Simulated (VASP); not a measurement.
Here is a VASP 6.6.1 calculation.

INCAR

```
PREC = Accurate ; ENCUT = 600
EDIFF = 1E-6 ; ISMEAR = 0
SIGMA = 0.1 ; LREAL = False
LASPH = True ; NELM = 60
ALGO = Normal ; ISIF = 3
LWAVE = False ; LCHARG = False
GGA = PE ; IBRION = 2
NSW = 100 ; EDIFFG = -0.01
```

The input KPOINTS:

```
regular mesh
0
Gamma
  12 12 6
```

POSCAR

```
SiB6
1.0
    3.6640049042      0.0000000000      0.0000000000
   -1.8320024521      3.1731213266      0.0000000000
    0.0000000000      0.0000000000      6.9394130890
Si B
1 6
Direct
    0.0000000000      0.0000000000      0.5000000000
    0.3333333333      0.6666666667      0.0000000000
    0.6666666667      0.3333333333      0.0000000000
    0.5000000000      0.0000000000      0.5000000000
    0.0000000000      0.5000000000      0.5000000000
    0.5000000000      0.5000000000      0.5000000000
    0.0000000000      0.0000000000      0.0000000000
```

Potentials or basis: VASP PAW PBE potentials, release 64 (Si, B).

The run is started by

```bash
$ cat potpaw_PBE.64/Si/POTCAR potpaw_PBE.64/B/POTCAR > POTCAR
$ mpirun -np 1 vasp_std > vasp.out
```

Task: What does it give for the space group after relaxing (to 0.05 Å)?

Result: P6/mmm (No. 191).

Task: Predict the band gap on the k mesh.

Result: Zero (band 11 reaches 5.39 eV, above the bottom of band 12 at 3.40 eV).

Final structure:
```cif
data_structure
_symmetry_space_group_name_H-M 'P 1'
_symmetry_Int_Tables_number 1
_cell_length_a 3.6622
_cell_length_b 3.6622
_cell_length_c 6.9386
_cell_angle_alpha 90.000
_cell_angle_beta 90.000
_cell_angle_gamma 120.000
_cell_volume 80.59
loop_
_atom_site_label
_atom_site_type_symbol
_atom_site_fract_x
_atom_site_fract_y
_atom_site_fract_z
_atom_site_occupancy
Si1 Si 0.00000 0.00000 0.50000 1
B1 B 0.33333 0.66667 0.00000 1
B2 B 0.66667 0.33333 0.00000 1
B3 B 0.50000 0.00000 0.50000 1
B4 B 0.00000 0.50000 0.50000 1
B5 B 0.50000 0.50000 0.50000 1
B6 B 0.00000 0.00000 0.00000 1
```
